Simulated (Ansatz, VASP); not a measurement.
# Al9N in VASP and in Ansatz

```
Al N
1.0
     5.70709    0.00000    0.00000
    -1.42677    9.70148    0.00000
     0.00000    0.00000   22.79037
Al N
18 2
Direct
  0.26622 0.06489 0.17551
  0.76622 0.06489 0.17551
  0.33548 0.34192 0.21920
  0.83548 0.34192 0.21920
  0.14933 0.59733 0.22794
  0.64933 0.59733 0.22794
  0.46318 0.85274 0.23668
  0.96318 0.85274 0.23668
  0.03198 0.12771 0.28083
  0.53198 0.12771 0.28083
  0.09979 0.40422 0.33011
  0.59979 0.40422 0.33011
  0.41440 0.65967 0.33698
  0.91440 0.65967 0.33698
  0.22631 0.91108 0.34493
  0.72631 0.91108 0.34493
  0.29624 0.18141 0.38571
  0.79624 0.18141 0.38571
  0.21348 0.91108 0.46293
  0.73914 0.91108 0.46293
```

Alike in both runs: task single point; functional PBE; k mesh 5 × 3 × 1; occupations gaussian, width 0.1 eV; no spin polarisation.

|  | VASP | Ansatz |
| --- | --- | --- |
| version | VASP 6.6.1 | Ansatz 0.2.0 |
| potentials or method | VASP PAW PBE potentials, release 64 (Al, N), cutoff 520 eV | scalar-relativistic, plane waves, PAW |
| valence electrons in the cell | 64 | 64 |

```csv
,VASP,Ansatz,Ansatz less VASP
gap on the k mesh at the Fermi level (eV),none,none,-
rms of the force components (eV/Å),0.622,0.622,+0.0003
```

Atom by atom the forces differ by 0.001 eV/Å (rms over components). A gap of «none» marks a metal or a gap that the smearing closes. With one functional, cell and mesh, what is left measures potentials, basis and numerics.
